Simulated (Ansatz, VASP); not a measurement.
**One calculation of CdS, two programs**

```
CELL_PARAMETERS angstrom
0.00000 2.87925 3.02549
2.87925 0.00000 3.02549
2.87925 2.87925 0.00000
ATOMIC_POSITIONS crystal
Cd 0.00000 0.00000 0.00000
S 0.25000 0.25000 0.25000
```

Change from the starting cell: epitaxial_xy strain -2.0%.

Alike in both runs: task single point; functional r2SCAN; k mesh 8 × 8 × 8; no spin polarisation.

|  | VASP | Ansatz |
| --- | --- | --- |
| version | VASP 6.6.1 | Ansatz 0.2.0 |
| potentials or method | VASP PAW PBE potentials, release 64 (Cd, S) | plane waves, PAW |
| plane-wave cutoff (eV) | 520 | 500 |
| occupations | gaussian, width 0.01 eV | fixed |
| valence electrons in the cell | 18 | 26 |

|  | VASP | Ansatz | Ansatz less VASP |
| --- | --- | --- | --- |
| gap on the k mesh at the Fermi level (eV) | 1.51 | 1.51 | +0.003 |
| pressure (GPa) | 1.0 | 0.7 | -0.32 |
| traceless stress, the component that is largest in VASP (GPa) | -0.66 | -0.67 | -0.010 |

VASP's potentials were made for PBE, not for r2SCAN. VASP's potentials hold 18 valence electrons a cell and Ansatz's 26, so a difference there can come from the potentials and not from the codes.
